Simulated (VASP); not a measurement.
# Be (P4_2/mnm) in VASP: notebook

Be is run at these levels: PBEsol; tasks: single point.

Program: VASP 6.6.1. These are calculated values, not measurements. Logs are shortened: lines on timing, memory, paths and dates and some standing lists are left out, and cuts for length are marked.

## Step 1: The cell of the first run

The structure is tetragonal, space group P4_2/mnm (No. 136). The conventional cell has a = 3.796 Å, b = 3.796 Å, c = 2.311 Å, α = 90.00°, β = 90.00°, γ = 90.00°. Within 2.9 Å of Be (site symmetry m2m) lie 13 Be at 2.18 to 2.73 Å.

## Step 2: Single point, PBEsol

INCAR reads:

```
ALGO = Normal
EDIFF = 1E-7
ENCUT = 520
GGA = PS
ISIF = 2
ISMEAR = 0
LASPH = True
LCHARG = False
LREAL = False
LWAVE = False
NBANDS = 12
NELM = 100
PREC = Accurate
SIGMA = 0.1
```

KPOINTS reads:

```
k-points
0
Gamma
  6 6 10
```

POSCAR reads:

```
Be
1.0
    3.7961198385      0.0000000000      0.0000000000
    0.0000000000      3.7961198385      0.0000000000
    0.0000000000      0.0000000000      2.3113002847
Be
4
Direct
    0.2974080000      0.2974080000      0.0000000000
    0.7025920000      0.7025920000      0.0000000000
    0.2025920000      0.7974080000      0.5000000000
    0.7974080000      0.2025920000      0.5000000000
```

Potentials or basis: VASP PAW PBE potentials, release 64 (Be).

The run is started by

```sh
cat potpaw_PBE.64/Be/POTCAR > POTCAR
mpirun -np 1 vasp_std > vasp.out
```

OUTCAR:

```text
EDIFF = 1E-7
   ENCUT = 520
   GGA = PS
   ISIF = 2
   ISMEAR = 0
   LASPH = True
   LREAL = False
   NELM = 100
   PREC = Accurate

 ion  position               nearest neighbor table
   1  0.297  0.297  0.000-   2 2.18   3 2.25   4 2.25   3 2.25   4 2.25   3 2.25   3 2.25   4 2.25
                             4 2.25
   2  0.703  0.703  0.000-   1 2.18   3 2.25   4 2.25   3 2.25   4 2.25   4 2.25   4 2.25   3 2.25
                             3 2.25
   3  0.203  0.797  0.500-   4 2.18   2 2.25   1 2.25   1 2.25   2 2.25   1 2.25   1 2.25   2 2.25
                             2 2.25
   4  0.797  0.203  0.500-   3 2.18   2 2.25   1 2.25   1 2.25   2 2.25   2 2.25   2 2.25   1 2.25
                             1 2.25

  LATTYP: Found a simple tetragonal cell.
 ALAT       =     3.7961198385
 C/A-ratio  =     0.6088586196

  Lattice vectors:

 A1 = (   3.7961198385,   0.0000000000,   0.0000000000)
 A2 = (   0.0000000000,   3.7961198385,   0.0000000000)
 A3 = (   0.0000000000,   0.0000000000,   2.3113002847)

Analysis of symmetry for initial positions (statically):
=====================================================================
 Subroutine PRICEL returns:
 Original cell was already a primitive cell.

 Routine SETGRP: Setting up the symmetry group for a
 simple tetragonal supercell.

 Subroutine GETGRP returns: Found 16 space group operations
 (whereof  8 operations were pure point group operations)
 out of a pool of 16 trial point group operations.

The static configuration has the point symmetry D_2h.
 The point group associated with its full space group is D_4h.

Analysis of symmetry for dynamics (positions and initial velocities):
=====================================================================
 Subroutine PRICEL returns:
 Original cell was already a primitive cell.

 Routine SETGRP: Setting up the symmetry group for a
 simple tetragonal supercell.

 Subroutine GETGRP returns: Found 16 space group operations
 (whereof  8 operations were pure point group operations)
 out of a pool of 16 trial point group operations.

The dynamic configuration has the point symmetry D_2h.
 The point group associated with its full space group is D_4h.

 Subroutine INISYM returns: Found 16 space group operations
 (whereof  8 operations are pure point group operations),
 and found     1 'primitive' translations

----------------------------------------------------------------------------------------

                                     Primitive cell

  volume of cell :      33.3071

  direct lattice vectors                    reciprocal lattice vectors
     3.796119839  0.000000000  0.000000000     0.263426879  0.000000000  0.000000000
     0.000000000  3.796119839  0.000000000     0.000000000  0.263426879  0.000000000
     0.000000000  0.000000000  2.311300285     0.000000000  0.000000000  0.432656893

  length of vectors
     3.796119839  3.796119839  2.311300285     0.263426879  0.263426879  0.432656893

  position of ions in fractional coordinates (direct lattice)
     0.297408000  0.297408000  0.000000000
     0.702592000  0.702592000  0.000000000
     0.202592000  0.797408000  0.500000000
     0.797408000  0.202592000  0.500000000

  ion indices of the primitive-cell ions
   primitive index   ion index
                 1           1
                 2           2
                 3           3
                 4           4

----------------------------------------------------------------------------------------

 KPOINTS: k-points

Automatic generation of k-mesh.
 Grid dimensions read from file:
 generate k-points for:    6    6   10

 Generating k-lattice:

  Cartesian coordinates                     Fractional coordinates (reciprocal lattice)
     0.043904480  0.000000000  0.000000000     0.166666667  0.000000000  0.000000000
     0.000000000  0.043904480  0.000000000     0.000000000  0.166666667  0.000000000
     0.000000000  0.000000000  0.043265689     0.000000000  0.000000000  0.100000000

  Length of vectors
     0.043904480  0.043904480  0.043265689

  Shift w.r.t. Gamma in fractional coordinates (k-lattice)
     0.000000000  0.000000000  0.000000000

 Subroutine IBZKPT returns following result:
 ===========================================

 Found     60 irreducible k-points:

 Following reciprocal coordinates:
            Coordinates               Weight
  0.000000  0.000000  0.000000      1.000000
  0.166667  0.000000  0.000000      4.000000
  0.333333  0.000000  0.000000      4.000000
  0.500000  0.000000  0.000000      2.000000
  0.166667  0.166667  0.000000      4.000000
  0.333333  0.166667  0.000000      8.000000
[... 16 lines left out ...]
  0.333333  0.000000  0.200000      8.000000
  0.500000  0.000000  0.200000      4.000000
 [... further k-points ...]
   k-points           NKPTS =     60   k-points in BZ     NKDIM =     60   number of bands    NBANDS=     12
   number of dos      NEDOS =    301   number of ions     NIONS =      4
   total plane-waves  NPLWV =  14112
   dimension x,y,z NGX =    28 NGY =   28 NGZ =   18
   dimension x,y,z NGXF=    56 NGYF=   56 NGZF=   36
   ions per type =               4
   NGX,Y,Z   is equivalent  to a cutoff of  12.26, 12.26, 12.95 a.u.
   NGXF,Y,Z  is equivalent  to a cutoff of  24.52, 24.52, 25.89 a.u.
 SYSTEM =  unknown system
   PREC   = accura    normal or accurate (medium, high low for compatibility)
   ISTART =      0    job   : 0-new  1-cont  2-samecut
   ICHARG =      2    charge: 1-file 2-atom 10-const
   ISPIN  =      1    spin polarized calculation?
   LNONCOLLINEAR =      F non collinear calculations
   LSORBIT =      F    spin-orbit coupling
   LASPH  =      T    aspherical Exc in radial PAW
   ENCUT  =  520.0 eV  38.22 Ry    6.18 a.u.   7.06  7.06  4.30*2*pi/ulx,y,z
   NELM   =    100;   NELMIN=  2; NELMDL= -5     # of ELM steps
   EDIFF  = 0.1E-06   stopping-criterion for ELM
   LREAL  =      F    real-space projection
   EDIFFG = 0.1E-05   stopping-criterion for IOM
   NSW    =      0    number of steps for IOM
   IBRION =     -1    ionic relax: 0-MD 1-quasi-New 2-CG
   NFREE  =      0    steps in history (QN), initial steepest desc. (CG)
   ISIF   =      2    stress and relaxation
   ISYM   =      2    0-nonsym 1-usesym 2-fastsym
   POTIM  = 0.5000    time-step for ionic-motion
   TEBEG  =    0.0;   TEEND  =   0.0 temperature during run
   PSTRESS=    0.0 pullay stress
   NELECT =       8.0000    total number of electrons
   NUPDOWN=      -1.0000    fix difference up-down
   EMIN   =  10.00;   EMAX   =-10.00  energy-range for DOS
   EFERMI =   0.00;   METHOD = LEGACY
   ISMEAR =     0;   SIGMA  =   0.10  broadening in eV -4-tet -1-fermi 0-gaus
   EFERMI_NEDOS =   21; number of points for ismear=-14 and -15
   IALGO  =     38    algorithm
   IMIX   =      4    mixing-type and parameters
     AMIX     =   0.40;   BMIX     =  1.00
     AMIX_MAG =   1.60;   BMIX_MAG =  1.00
  volume/ion in A,a.u.               =       8.33        56.19
  Fermi-wavevector in a.u.,A,eV,Ry     =   1.017637  1.923055 14.089982  1.035584
  Thomas-Fermi vector in A             =   2.151049
   LORBIT       =      0    0 simple, 1 ext, 2 COOP (PROOUT), +10 PAW based schemes
   GGA     = PS    functional components
   LHFCALC =     F    Hartree Fock is set to
   AEXX    =    0.0000 exact exchange contribution
   IVDW    =     0    specifies the selected vdW correction
   LEPSILON=     F    determine dielectric tensor
   LRPA    =     F    only Hartree local field effects (RPA)
 non-spin polarized calculation
 Gauss-broadening in eV      SIGMA  =   0.10
  energy-cutoff  :      520.00
  volume of cell :       33.31
 maximum number of plane-waves:       920
   NGX = 15   NGY = 15   NGZ =  9

 number of electron       8.0000000 magnetization

 Free energy of the ion-electron system (eV)
  ---------------------------------------------------
  ext. energy  EPLUGINS =         0.00000000
  ---------------------------------------------------
  free energy    TOTEN  =       -15.73915519 eV

  energy without entropy =      -15.73719350  energy(sigma->0) =      -15.73817435

 E-fermi :   6.4041     XC(G=0): -10.4375

 val. band max:        6.3467399711   @ k =   0.3333   0.0000   0.3000
 cond. band min:       6.4900625731   @ k =   0.1667   0.0000   0.4000
 fundamental gap:      0.1433226020
 Fermi energy:         6.4040540732

 k-point     1 :       0.0000    0.0000    0.0000
  band No.  band energies     occupation
      1      -4.4608      2.00000
      2       1.6484      2.00000
      3       2.2080      2.00000
      4       5.4284      2.00000
      5       5.4284      2.00000
      6      11.1390      0.00000
      7      11.1390      0.00000
      8      13.7088      0.00000
      9      15.4196      0.00000
     10      16.7047      0.00000
     11      22.0817      0.00000
     12      22.0817      0.00000

 k-point     2 :       0.1667    0.0000    0.0000
  band No.  band energies     occupation
      1      -4.2454      2.00000
      2       0.6979      2.00000
      3       2.1805      2.00000
      4       5.3631      2.00000
      5       6.7977      0.00000
      6       9.5768      0.00000
      7      10.9543      0.00000
      8      15.6792      0.00000
      9      15.8212      0.00000
     10      17.7359      0.00000
     11      21.1092      0.00000
     12      22.2992      0.00000

 k-point     3 :       0.3333    0.0000    0.0000
  band No.  band energies     occupation
      1      -3.5990      2.00000
      2      -1.0492      2.00000
      3       2.8533      2.00000
      4       4.9273      2.00000
      5       7.9806      0.00000
      6       8.1396      0.00000
      7      12.0478      0.00000
      8      16.4495      0.00000
      9      18.2018      0.00000
     10      19.3404      0.00000
     11      20.1562      0.00000
     12      20.5262      0.00000

 k-point     4 :       0.5000    0.0000    0.0000
  band No.  band energies     occupation
      1      -2.5258      2.00000
      2      -2.5258      2.00000
      3       3.9031      2.00000
      4       3.9031      2.00000
      5       7.8730      0.00000
      6       7.8730      0.00000
      7      15.2295      0.00000
      8      15.2295      0.00000
      9      17.6988      0.00000
     10      17.6988      0.00000
     11      22.2736      0.00000
     12      22.2736      0.00000

 k-point     5 :       0.1667    0.1667    0.0000
  band No.  band energies     occupation
      1      -4.0294      2.00000
      2       0.8166      2.00000
      3       1.0786      2.00000
      4       5.4498      2.00000
      5       7.4351      0.00000
      6       9.3461      0.00000
      7      11.6349      0.00000
      8      15.7074      0.00000
      9      15.9380      0.00000
     10      19.2986      0.00000
     11      21.1866      0.00000
     12      21.5088      0.00000
[... 228 lines left out ...]
      1      -3.6244      2.00000
      2       2.7004      2.00000
      3       3.3066      2.00000
      4       6.0239      2.00000
      5       6.0239      2.00000
      6       9.1433      0.00000
      7      11.7283      0.00000
      8      11.7283      0.00000
      9      14.3355      0.00000
     10      19.1480      0.00000
     11      19.2446      0.00000
     12      19.2718      0.00000

 k-point    22 :       0.1667    0.0000    0.2000
  band No.  band energies     occupation
      1      -3.4089      2.00000
      2       1.6293      2.00000
      3       3.2600      2.00000
      4       5.9961      2.00000
      5       7.5167      0.00000
      6       9.1603      0.00000
      7      10.1890      0.00000
      8      12.1594      0.00000
      9      15.5618      0.00000
     10      17.9272      0.00000
     11      19.4162      0.00000
     12      19.6048      0.00000

 k-point    23 :       0.3333    0.0000    0.2000
  band No.  band energies     occupation
      1      -2.7615      2.00000
      2      -0.1846      2.00000
      3       3.9390      2.00000
      4       5.7666      2.00000
      5       7.9333      0.00000
      6       8.4379      0.00000
      7      11.2453      0.00000
      8      13.2764      0.00000
      9      14.9898      0.00000
     10      18.2297      0.00000
     11      19.8557      0.00000
     12      20.1342      0.00000

 k-point    24 :       0.5000    0.0000    0.2000
  band No.  band energies     occupation
      1      -1.6821      2.00000
      2      -1.6821      2.00000
      3       4.9562      2.00000
      4       4.9562      2.00000
      5       7.7883      0.00000
      6       7.7883      0.00000
      7      13.5219      0.00000
      8      13.5219      0.00000
      9      15.6874      0.00000
     10      15.6874      0.00000
     11      20.2685      0.00000
     12      20.2685      0.00000

 [... further k-points ...]
[... 5 lines left out ...]
  --------------------------------------------------------------------------------------
  -------------------------------------------------------------------------------------
  Total       -1.1921689     -1.1921689     -0.7621964      0.0000000      0.0000000      0.0000000
  in kB      -57.3471941    -57.3471941    -36.6641220      0.0000000      0.0000000      0.0000000
  external PRESSURE =     -50.4528367 kB  Pullay stress =       0.0000000 kB

 VOLUME and BASIS-vectors are now :
 -----------------------------------------------------------------------------
  energy-cutoff  :      520.00
  volume of cell :       33.31
      direct lattice vectors                 reciprocal lattice vectors
     3.796119839  0.000000000  0.000000000     0.263426879  0.000000000  0.000000000
     0.000000000  3.796119839  0.000000000     0.000000000  0.263426879  0.000000000
     0.000000000  0.000000000  2.311300285     0.000000000  0.000000000  0.432656893

 POSITION                                       TOTAL-FORCE (eV/Angst)
 -----------------------------------------------------------------------------------
      1.12900      1.12900      0.00000         0.005297      0.005297     -0.000000
      2.66712      2.66712      0.00000        -0.005297     -0.005297      0.000000
      0.76906      3.02706      1.15565        -0.005297      0.005297     -0.000000
      3.02706      0.76906      1.15565         0.005297     -0.005297      0.000000
 -----------------------------------------------------------------------------------
    total drift:                               -0.000000     -0.000000      0.000000

  FREE ENERGIE OF THE ION-ELECTRON SYSTEM (eV)
  ---------------------------------------------------
  free  energy   TOTEN  =       -15.7391551909 eV

  energy  without entropy=      -15.7371935031  energy(sigma->0) =      -15.73817435
```

Wall time 13 s (1 thread of Intel Xeon 6975P-C, shared host); peak memory 0.14 GiB.

What came out:

| Quantity | Value |
| --- | --- |
| Free energy | -15.7392 eV |
| Pressure | -5.0 GPa |
| Largest force | 0.007 eV/Å |
| Band gap on the k mesh | zero (band 4 reaches 7.47 eV, above the bottom of band 5 at 5.43 eV) |

Forces in eV/Å, atoms in the order of the input:
```
Be   0.005  0.005  0.000
Be  -0.005 -0.005  0.000
Be  -0.005  0.005  0.000
Be   0.005 -0.005  0.000
```

Caveat: the PAW data sets were made with another functional, which shifts forces and pressure a little.

## Step 3: Single point, PBEsol

This run uses another cell than the first one, of 8.65 Å³/atom, 1.038 times its volume.

INCAR: that of step 2 with these lines changed.

```diff
@@ -11,3 +11,3 @@
 NBANDS = 12
-NELM = 100
+NELM = 80
 PREC = Accurate
```

KPOINTS is that of step 2.

POSCAR reads:

```
Be
1.0
    3.8441770900      0.0000000000      0.0000000000
    0.0000000000      3.8441770900      0.0000000000
    0.0000000000      0.0000000000      2.3405603566
Be
4
Direct
    0.2974080000      0.2974080000      0.0000000000
    0.7025920000      0.7025920000      0.0000000000
    0.2025920000      0.7974080000      0.5000000000
    0.7974080000      0.2025920000      0.5000000000
```

Potentials or basis: VASP PAW PBE potentials, release 64 (Be).

The run is started by

```sh
cat potpaw_PBE.64/Be/POTCAR > POTCAR
mpirun -np 1 vasp_std > vasp.out
```

It took 9.8 s on 1 thread of Intel Xeon 6975P-C, shared host; peak memory 0.15 GiB.

It converged, with:

| Quantity | Value |
| --- | --- |
| Free energy | -15.6837 eV |
| Pressure | -8.7 GPa |
| Largest force | 0.024 eV/Å |
| Band gap on the k mesh | zero (band 4 reaches 7.17 eV, above the bottom of band 5 at 5.10 eV) |

Forces on the atoms (eV/Å):
```
Be   0.017  0.017  0.000
Be  -0.017 -0.017  0.000
Be  -0.017  0.017  0.000
Be   0.017 -0.017  0.000
```

Stress tensor (GPa, compression positive):
```
-9.32  0.00  0.00
 0.00 -9.32  0.00
 0.00  0.00 -7.51
```

Levels at points of the mesh, in eV from the Fermi level:
| k point | band 1 | band 2 | band 3 | band 4 | band 5 | band 6 | band 7 | band 8 | band 9 |
| --- | --- | --- | --- | --- | --- | --- | --- | --- | --- |
| (0.00, 0.00, 0.00) | -10.67 | -4.63 | -4.07 | -1.02 | -1.02 | 4.57 | 4.57 | 7.16 | 8.76 |
| (0.50, 0.00, 0.00) | -8.76 | -8.76 | -2.42 | -2.42 | 1.37 | 1.37 | 8.55 | 8.55 | 10.98 |
| (0.50, 0.50, 0.00) | -6.86 | -6.86 | -6.80 | -6.80 | 7.94 | 7.94 | 8.88 | 8.88 | 11.44 |
| (0.00, 0.00, 0.50) | -5.50 | -5.50 | 1.05 | 1.05 | 1.80 | 1.80 | 2.58 | 2.58 | 6.99 |
| (0.50, 0.00, 0.50) | -4.17 | -4.17 | -3.21 | -3.21 | 3.62 | 3.62 | 4.86 | 4.86 | 6.60 |
| (0.50, 0.50, 0.50) | -3.48 | -3.48 | -3.15 | -3.15 | 1.59 | 1.59 | 1.63 | 1.63 | 11.70 |

Caveat: the PAW data sets were made with another functional, which shifts forces and pressure a little.

## Step 4: Single point, PBEsol

This run uses another cell than the first one, of 8.97 Å³/atom, 1.077 times its volume.

INCAR reads:

```
SYSTEM = Be
  PREC = Accurate
  ENCUT = 520
  EDIFF = 1E-6
  ISMEAR = 0
  SIGMA = 0.1
  LREAL = .False.
  LASPH = .True.
  NELM = 60
  ALGO = Normal
  ISIF = 2
  LWAVE = .False.
  LCHARG = .False.
  GGA = PS
  NBANDS = 12
```

KPOINTS reads:

```
Automatic mesh
0
Gamma
  6 6 10
  0 0 0
```

POSCAR reads:

```
Be
1.0
    3.8910619191      0.0000000000      0.0000000000
    0.0000000000      3.8910619191      0.0000000000
    0.0000000000      0.0000000000      2.3691065889
Be
4
Direct
    0.2974080000      0.2974080000      0.0000000000
    0.7025920000      0.7025920000      0.0000000000
    0.2025920000      0.7974080000      0.5000000000
    0.7974080000      0.2025920000      0.5000000000
```

The run is started by

```sh
cat potpaw_PBE.64/Be/POTCAR > POTCAR
mpirun -np 1 vasp_std > vasp.out
```

It took 11 s on 1 thread of Intel Xeon 6975P-C, shared host; peak memory 0.15 GiB.

The run converged. Its results:

* Free energy: -15.6013 eV
* Pressure: -11.8 GPa
* Largest force: 0.038 eV/Å
* Band gap on the k mesh: zero (band 4 reaches 6.89 eV, above the bottom of band 5 at 4.79 eV)

Forces in eV/Å, atoms in the order of the input:
```
Be   0.027  0.027  0.000
Be  -0.027 -0.027  0.000
Be  -0.027  0.027  0.000
Be   0.027 -0.027  0.000
```

Stress tensor (GPa, compression positive):
```
-12.32   0.00   0.00
  0.00 -12.32   0.00
  0.00   0.00 -10.79
```

Levels at points of the mesh, in eV from the Fermi level:
```
           k point  band 1  band 2  band 3  band 4  band 5  band 6  band 7  band 8  band 9
(0.00, 0.00, 0.00)  -10.48   -4.50   -3.94   -1.06   -1.06    4.42    4.42    7.02    8.53
(0.50, 0.00, 0.00)   -8.60   -8.60   -2.35   -2.35    1.28    1.28    8.29    8.29   10.68
(0.50, 0.50, 0.00)   -6.73   -6.73   -6.66   -6.66    7.74    7.74    8.65    8.65   11.10
(0.00, 0.00, 0.50)   -5.39   -5.39    1.04    1.04    1.76    1.76    2.54    2.54    6.73
(0.50, 0.00, 0.50)   -4.06   -4.06   -3.15   -3.15    3.54    3.54    4.75    4.75    6.35
(0.50, 0.50, 0.50)   -3.38   -3.38   -3.05   -3.05    1.47    1.47    1.52    1.52   11.37
```

Caveat: the PAW data sets were made with another functional, which shifts forces and pressure a little.

## Step 5: Summary

```csv
cell,gap on the mesh (eV),pressure (GPa),largest force (eV/Å)
"a = 3.796, b = 3.796, c = 2.311 Å, 4 atoms",none,-5.0,0.01
"a = 3.844, b = 3.844, c = 2.341 Å, 4 atoms",none,-8.7,0.02
"a = 3.891, b = 3.891, c = 2.369 Å, 4 atoms",none,-11.8,0.04
```

Alike in all rows: task single point; level PBEsol; potentials or basis VASP PAW PBE potentials, release 64 (Be); no spin polarisation; k mesh 6 × 6 × 10; cutoff (eV) 520; smearing gaussian 0.1 eV.

Caveats: the PAW data sets were made with another functional, which shifts forces and pressure a little.

Total energies depend on the potentials used, so only differences within one code and one set of settings carry meaning.
